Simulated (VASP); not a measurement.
# CdS (Hawleyite) (F-43m) in VASP: notebook, part 2 of 2

VASP 6.6.1.

### 4 Single point, r2SCAN0

This run uses another cell than the first one, of 26.30 Å³/atom, 1.060 times its volume.

Input file POSCAR:

```
CdS
1.0
    0.0000000000      2.9737007966      2.9737007966
    2.9737007966      0.0000000000      2.9737007966
    2.9737007966      2.9737007966      0.0000000000
Cd S
1 1
Direct
    0.0000000000      0.0000000000      0.0000000000
    0.7500000000      0.7500000000      0.7500000000
```

Input file INCAR.step1:

```
  ALGO = Normal
  EDIFF = 1E-5
  ENCUT = 520
  GGA = PE
  ISIF = 2
  ISMEAR = -1
  LASPH = T
  LCHARG = F
  LREAL = F
  LWAVE = T
  NBANDS = 16
  NELM = 60
  PREC = Accurate
  SIGMA = 0.05
```

Input file INCAR.step2:

```
  AEXX = 0.25
  ALGO = Normal
  EDIFF = 1E-7
  ENCUT = 520
  ISIF = 2
  ISMEAR = -1
  ISTART = 1
  LASPH = T
  LCHARG = F
  LHFCALC = T
  LMIXTAU = T
  LREAL = F
  LWAVE = F
  METAGGA = R2SCAN
  NBANDS = 16
  NELM = 60
  PREC = Accurate
  PRECFOCK = Normal
  SIGMA = 0.05
```

Input file KPOINTS:

```
k-points
0
Gamma
  4 4 4
```

Potentials or basis: VASP PAW PBE potentials, release 64 (Cd, S).

Command:

```
cat potpaw_PBE.64/Cd/POTCAR potpaw_PBE.64/S/POTCAR > POTCAR
cp INCAR.step1 INCAR
mpirun -np 1 vasp_std > vasp.out
cp INCAR.step2 INCAR
mpirun -np 1 vasp_std > vasp.out
```

OUTCAR:

```text
AEXX = 0.25
   EDIFF = 1E-7
   ENCUT = 520
   ISIF = 2
   ISMEAR = -1
   ISTART = 1
   LASPH = T
   LHFCALC = T
   LREAL = F
   METAGGA = R2SCAN
   NELM = 60
   PREC = Accurate
   PRECFOCK = Normal

 ion  position               nearest neighbor table
   1  0.000  0.000  0.000-   2 2.58   2 2.58   2 2.58   2 2.58
   2  0.750  0.750  0.750-   1 2.58   1 2.58   1 2.58   1 2.58

  LATTYP: Found a face centered cubic cell.
 ALAT       =     5.9474015932

  Lattice vectors:

 A1 = (   0.0000000000,   2.9737007966,   2.9737007966)
 A2 = (   2.9737007966,   0.0000000000,   2.9737007966)
 A3 = (   2.9737007966,   2.9737007966,   0.0000000000)

Analysis of symmetry for initial positions (statically):
=====================================================================
 Subroutine PRICEL returns:
 Original cell was already a primitive cell.

 Routine SETGRP: Setting up the symmetry group for a
 face centered cubic supercell.

 Subroutine GETGRP returns: Found 24 space group operations
 (whereof 24 operations were pure point group operations)
 out of a pool of 48 trial point group operations.

The static configuration has the point symmetry T_d .

Analysis of symmetry for dynamics (positions and initial velocities):
=====================================================================
 Subroutine PRICEL returns:
 Original cell was already a primitive cell.

 Routine SETGRP: Setting up the symmetry group for a
 face centered cubic supercell.

 Subroutine GETGRP returns: Found 24 space group operations
 (whereof 24 operations were pure point group operations)
 out of a pool of 48 trial point group operations.

The dynamic configuration has the point symmetry T_d .

 Subroutine INISYM returns: Found 24 space group operations
 (whereof 24 operations are pure point group operations),
 and found     1 'primitive' translations

[... 102 lines left out ...]
   METAGGA = R2SCAN    functional components
   LHFCALC =     T    Hartree Fock is set to
   PRECFOCK=normal    Normal, Fast or Accurate (Low or Medium for compatibility)
   ENCUT4O =  -1.0   cutoff for four orbital integrals eV
   NKREDX  =     1    reduce k-point grid by
   NKREDY  =     1    reduce k-point grid by
   NKREDZ  =     1    reduce k-point grid by
   AEXX    =    0.2500 exact exchange contribution
   HFSCREEN=    0.0000 screening length (either q_TF or 0.3 A-1)
   HFSCREENC=   0.0000 screening length for correlation (either q_TF or 0.3 A-1)
   ENCUTFOCK=  -1.0 apply spherical cutoff to Coloumb kernel
   IVDW    =     0    specifies the selected vdW correction
   LEPSILON=     F    determine dielectric tensor
   LRPA    =     F    only Hartree local field effects (RPA)
 non-spin polarized calculation
  energy-cutoff  :      520.00
  volume of cell :       52.59
 maximum number of plane-waves:      1428
  NGX = 24; NGY = 24; NGZ = 24

 number of electron      17.9999999 magnetization

 Free energy of the ion-electron system (eV)
  ---------------------------------------------------
  ext. energy  EPLUGINS =         0.00000000
  ---------------------------------------------------
  free energy    TOTEN  =       -25.90644744 eV

  energy without entropy =      -25.90644744  energy(sigma->0) =      -25.90644744

 E-fermi :   0.7687     XC(G=0):  -7.3781

 val. band max:       -0.3550208618   @ k =   0.0000   0.0000   0.0000
 cond. band min:       2.6363982264   @ k =   0.0000   0.0000   0.0000
 fundamental gap:      2.9914190881
 Fermi energy:         0.7686722296

 k-point     1 :       0.0000    0.0000    0.0000
  band No.  band energies     occupation
      1     -13.8965      2.00000
      2      -9.2633      2.00000
      3      -9.2633      2.00000
      4      -9.2633      2.00000
      5      -8.8417      2.00000
      6      -8.8417      2.00000
[... 129 lines left out ...]
      3      -9.0446      2.00000
      4      -8.8809      2.00000
      5      -8.8316      2.00000
      6      -8.2423      2.00000
[... 8 lines left out ...]
     15      15.0613      0.00000
     16      15.4661      0.00000

------------------------ aborting loop because EDIFF is reached ----------------------------------------

  FORCE on cell =-STRESS in cart. coord.  units (eV):
  Direction    XX          YY          ZZ          XY          YZ          ZX
  --------------------------------------------------------------------------------------
  -------------------------------------------------------------------------------------
  Total       -0.7614163     -0.7614163     -0.7614163      0.0000000      0.0000000      0.0000000
  in kB      -23.1958861    -23.1958861    -23.1958861      0.0000000      0.0000000      0.0000000
  external PRESSURE =     -23.1958861 kB  Pullay stress =       0.0000000 kB

 VOLUME and BASIS-vectors are now :
 -----------------------------------------------------------------------------
  energy-cutoff  :      520.00
  volume of cell :       52.59
      direct lattice vectors                 reciprocal lattice vectors
     0.000000000  2.973700797  2.973700797    -0.168140655  0.168140655  0.168140655
     2.973700797  0.000000000  2.973700797     0.168140655 -0.168140655  0.168140655
     2.973700797  2.973700797  0.000000000     0.168140655  0.168140655 -0.168140655

 POSITION                                       TOTAL-FORCE (eV/Angst)
 -----------------------------------------------------------------------------------
      0.00000      0.00000      0.00000         0.000000     -0.000000     -0.000000
      4.46055      4.46055      4.46055        -0.000000      0.000000      0.000000
 -----------------------------------------------------------------------------------
    total drift:                               -0.000007     -0.000007     -0.000005

  FREE ENERGIE OF THE ION-ELECTRON SYSTEM (eV)
  ---------------------------------------------------
  free  energy   TOTEN  =       -25.9064474412 eV

  energy  without entropy=      -25.9064474412  energy(sigma->0) =      -25.90644744
```

It took 11 min on 1 thread of AMD EPYC 7R13 (Zen 3), shared host; peak memory 0.16 GiB.

Results:

```
Free energy            : -25.9064 eV
Pressure               : -2.3 GPa
Band gap on the k mesh : 2.99 eV, direct
```

Caveat: the k points lie up to 0.46 Å⁻¹ apart; the PAW data sets were made with another functional, which shifts forces and pressure a little.

### 5 Single point, B3LYP

Input file POSCAR:

```
CdS
1.0
    0.0000000000      2.9165000000      2.9165000000
    2.9165000000      0.0000000000      2.9165000000
    2.9165000000      2.9165000000      0.0000000000
Cd S
1 1
Direct
    0.0000000000      0.0000000000      0.0000000000
    0.7500000000      0.7500000000      0.7500000000
```

Input file INCAR.step1:

```
SYSTEM = CdS
PREC = Accurate ; ENCUT = 520
EDIFF = 1E-5 ; ISMEAR = -1
SIGMA = 0.05 ; LREAL = .FALSE.
LASPH = .TRUE. ; NELM = 80
ALGO = Normal ; ISIF = 2
LWAVE = .TRUE. ; LCHARG = .FALSE.
GGA = PE ; NBANDS = 16
```

Input file INCAR.step2:

```
SYSTEM = CdS
PREC = Accurate ; ENCUT = 520
EDIFF = 1E-7 ; ISMEAR = -1
SIGMA = 0.05 ; LREAL = .FALSE.
LASPH = .TRUE. ; NELM = 80
ALGO = Normal ; ISIF = 2
LWAVE = .FALSE. ; LCHARG = .FALSE.
GGA = B3 ; LHFCALC = .TRUE.
AEXX = 0.2 ; AGGAX = 0.72
AGGAC = 0.81 ; ALDAC = 0.19
PRECFOCK = Normal ; ISTART = 1
NBANDS = 16
```

Input file KPOINTS:

```
Automatic mesh
0
G
  4 4 4
  0 0 0
```

Command:

```
cat potpaw_PBE.64/Cd/POTCAR potpaw_PBE.64/S/POTCAR > POTCAR
cp INCAR.step1 INCAR
mpirun -np 1 vasp_std > vasp.out
cp INCAR.step2 INCAR
mpirun -np 1 vasp_std > vasp.out
```

It took 4.9 min on 1 thread of Intel Xeon Platinum 8488C (Sapphire Rapids), shared host; peak memory 0.18 GiB.

It converged, with:

* Free energy: -6.9122 eV
* Pressure: 4.8 GPa
* Band gap on the k mesh: 2.51 eV, direct

Levels at points of the mesh, in eV from the valence-band top:
```csv
k point,band 6,band 7,band 8,band 9,band 10,band 11,band 12,band 13
"(0.00, 0.00, 0.00)",-8.25,0.00,0.00,0.00,2.51,8.08,8.08,8.08
"(0.50, 0.00, 0.00)",-7.84,-4.65,-0.80,-0.80,4.45,8.56,8.56,9.10
"(0.50, 0.50, 0.00)",-7.76,-4.20,-1.99,-1.99,4.93,5.84,10.92,12.55
```

Caveat: the k points lie up to 0.47 Å⁻¹ apart; the PAW data sets were made with another functional, which shifts forces and pressure a little.

### 6 The runs side by side

```tsv
level	cell	share of exact exchange	screening parameter	gap on the mesh (eV)	pressure (GPa)
PBE-based screened hybrid	a = 4.125 Å, angles 60.0°, 2 atoms	0.25	0.3 1/Å	1.98	2.3
r2SCAN0	a = 4.179 Å, angles 60.0°, 2 atoms	-	-	3.04	-1.3
r2SCAN0	a = 4.205 Å, angles 60.0°, 2 atoms	-	-	2.99	-2.3
B3LYP	a = 4.125 Å, angles 60.0°, 2 atoms	-	-	2.51	4.8
```

Alike in all rows: task single point; potentials or basis VASP PAW PBE potentials, release 64 (Cd, S); no spin polarisation; k mesh 4 × 4 × 4; cutoff (eV) 520; smearing fermi-dirac 0.05 eV.

Caveats: all runs use coarse meshes; the PAW data sets were made with another functional, which shifts forces and pressure a little.

Absolute energies hang on the potentials; compare differences alone.
